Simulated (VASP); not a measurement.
The system is Si.

```
CELL_PARAMETERS angstrom
3.32971 0.00000 0.00000
-1.66485 2.88361 0.00000
0.00000 0.00000 9.15333
ATOMIC_POSITIONS crystal
Si 0.00000 0.00000 0.00000
Si 0.00000 0.00000 0.50000
Si 0.33333 0.66667 0.00500
Si 0.66667 0.33333 0.50500
```

- Program: VASP 6.6.1
- Task: relaxation of cell and atoms
- Functional: PBE
- Potentials or basis: VASP PAW PBE potentials, release 64 (Si)
- Cutoff: 600 eV
- k mesh: 6 × 6 × 2
- Occupations: gaussian, width 0.1 eV
- Spin: no spin polarisation

At the start: pressure 60.1 GPa; volume 21.97 Å³/atom.

Q: Where does the relaxation end?

A: Over 34 steps the energy falls by 2059.8 meV/atom and the volume is 16.27 Å³/atom (-26.0 %); space group P6_3/mmc (No. 194, to 0.1 Å) before and after.

The path:
| step | energy change (eV) | largest force (eV/Å) | pressure (GPa) | volume (Å³) |
| --- | --- | --- | --- | --- |
| 1 | 0.0000 | 0.4806 | 60.06 | 87.89 |
| 2 | 0.1390 | 0.0485 | -6.83 | 223.73 |
| 3 | -2.0265 | 0.0728 | -8.15 | 190.40 |
| 4 | -3.9361 | 0.0573 | -8.81 | 164.96 |
| 5 | -6.8097 | 0.0438 | -1.95 | 123.43 |
| 6 | -6.7939 | 0.0663 | 2.55 | 117.29 |
| 7 | -6.8342 | 0.0516 | -0.20 | 120.81 |
| 8 | -6.8332 | 0.0541 | 0.31 | 120.10 |
| 9 | -6.8342 | 0.0578 | 0.31 | 119.84 |
| 10 | -6.8371 | 0.0684 | 0.29 | 119.07 |
| 11 | -6.8437 | 0.0889 | 0.26 | 117.53 |
| 12 | -6.8597 | 0.1263 | 0.18 | 114.45 |
| 13 | -6.9025 | 0.1871 | -0.08 | 108.27 |
| 14 | -7.0418 | 0.3117 | -0.79 | 95.91 |
| 15 | -7.1968 | 0.4071 | 3.11 | 71.12 |
| 16 | -7.2900 | 0.4750 | -1.03 | 86.42 |
| 17 | -7.4440 | 0.4147 | 0.75 | 77.71 |
| 18 | -7.4511 | 0.4120 | 0.79 | 77.51 |
| 19 | -7.4714 | 0.3996 | 0.87 | 76.93 |
| 20 | -7.5062 | 0.3688 | 0.93 | 75.77 |
| 21 | -7.5615 | 0.3170 | 0.50 | 73.49 |
| 22 | -7.6214 | 0.2987 | 0.41 | 73.17 |
| 23 | -7.7568 | 0.2211 | 0.38 | 72.17 |
| 24 | -7.9253 | 0.4409 | -1.71 | 70.00 |
| 25 | -7.9170 | 0.4218 | -2.53 | 68.87 |
| 26 | -7.9266 | 0.3437 | -2.13 | 69.47 |
| 27 | -7.9299 | 0.3589 | -1.95 | 69.71 |
| 28 | -7.9802 | 0.4566 | -2.11 | 68.56 |
| 29 | -8.0983 | 0.1264 | -0.24 | 65.17 |
| 30 | -8.1830 | 0.0619 | 0.35 | 64.80 |
| 31 | -8.1956 | 0.1396 | 2.69 | 63.70 |
| 32 | -8.2334 | 0.0346 | 1.42 | 64.25 |
| 33 | -8.2339 | 0.0461 | 1.56 | 64.19 |
| 34 | -8.2391 | 0.0374 | 0.20 | 65.06 |

Final structure:
```
Si
1.0
     3.58335    0.00000    0.00000
    -1.79168    3.10327    0.00000
     0.00000    0.00000    5.85074
Si
4
Cartesian
  0.0000 0.0000 5.1280
  0.0000 0.0000 2.2026
  0.0000 2.0688 0.7520
  1.7917 1.0344 3.6774
```

Caveat: the k points lie up to 0.54 Å⁻¹ apart in the final cell, too coarse for converged energies and pressures of a metal; the volume moved by over 15 % at a fixed basis, so the end points are rough.
